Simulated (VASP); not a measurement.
Runs of VASP 6.6.1 on YRu2Rh4. The structure is that of space group I4/mmm (No. 139), or close to it. The cells are those of the table. 

```tsv
task	cell	k mesh	cutoff (eV)	smearing	gap on the mesh (eV)	pressure (GPa)	largest force (eV/Å)
single point	a = 5.334 Å, angles 103.1, 103.1, 123.2°, 7 atoms	4 × 4 × 4	520	gaussian 0.2 eV	none	(a)	0.09
relaxation of cell and atoms	relaxed from a = 5.016 Å, angles 104.1, 104.1, 120.9°, 7 atoms	4 × 4 × 4	600	gaussian 0.2 eV	none	-0.4	0.06
single point	a = 5.165 Å, angles 103.3, 103.3, 122.8°, 7 atoms	8 × 8 × 8	520	gaussian 0.1 eV	none	24.3	0.01
single point	a = 5.095, b = 5.332, c = 5.332 Å, angles 76.8, 61.5, 61.5°, 7 atoms	6 × 6 × 6	520	gaussian 0.2 eV	none	0.1	0.01
```

Alike in all rows: level PBE; potentials or basis VASP PAW PBE potentials, release 64 (Y_sv, Ru_pv, Rh_pv); no spin polarisation.

Fill in the values left out.

(a) 0.2.

Caveats: some runs use coarse meshes; the relaxation stopped at a loose force limit of 0.08 eV/Å, so its end isn't a converged minimum (some runs).

A k mesh can miss the band edges, and the runs leave out spin-orbit coupling on Rh, Ru, Y.

A gap of «none» marks levels without a gap at the run's occupations.
